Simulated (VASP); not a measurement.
Write the native input for VASP 6.6.1 that does the following.

```yaml
Task: single point
Functional: PBE
Potentials_or_basis: VASP PAW PBE potentials, release 64 (P)
Cutoff: 520 eV
k_mesh: 18 × 18 × 17
Occupations: fermi-dirac, width 0.05 eV
Spin: no spin polarisation
Dipole_correction: no
Further_INCAR_settings: ALGO = Normal; EDIFF = 1e-07; NBANDS = 8
```

The structure of P lies in POSCAR:

```
P
1.0
    1.9956239748      0.0000000000      0.0000000000
   -0.9978119874      1.7282610586      0.0000000000
    0.0000000000      0.0000000000      1.9229630059
P
1
Direct
    0.0000000000      0.0000000000      0.0000000000
```

This cell differs from its parent crystal: volume scaled by 0.45.

One way to write it, as run:

INCAR

```
SYSTEM = P
PREC = Accurate
ENCUT = 520
EDIFF = 1E-7
ISMEAR = -1
SIGMA = 0.05
LREAL = .FALSE.
LASPH = .TRUE.
NELM = 60
ALGO = Normal
ISIF = 2
LWAVE = .FALSE.
LCHARG = .TRUE.
GGA = PE
LELF = .TRUE.
LVHAR = .TRUE.
NBANDS = 8
```

KPOINTS

```
regular mesh
0
G
  18 18 17
  0 0 0
```

Potentials or basis: VASP PAW PBE potentials, release 64 (P).

Launch:

```sh
$ cat potpaw_PBE.64/P/POTCAR > POTCAR
$ mpirun -np 1 vasp_std > vasp.out
```

Results of the run:

* Pressure: 388.1 GPa

Wall time 7.2 s on 1 thread of Intel(R) Xeon(R) Platinum 8559C (Emerald Rapids), on a shared host, peak memory 0.11 GiB.
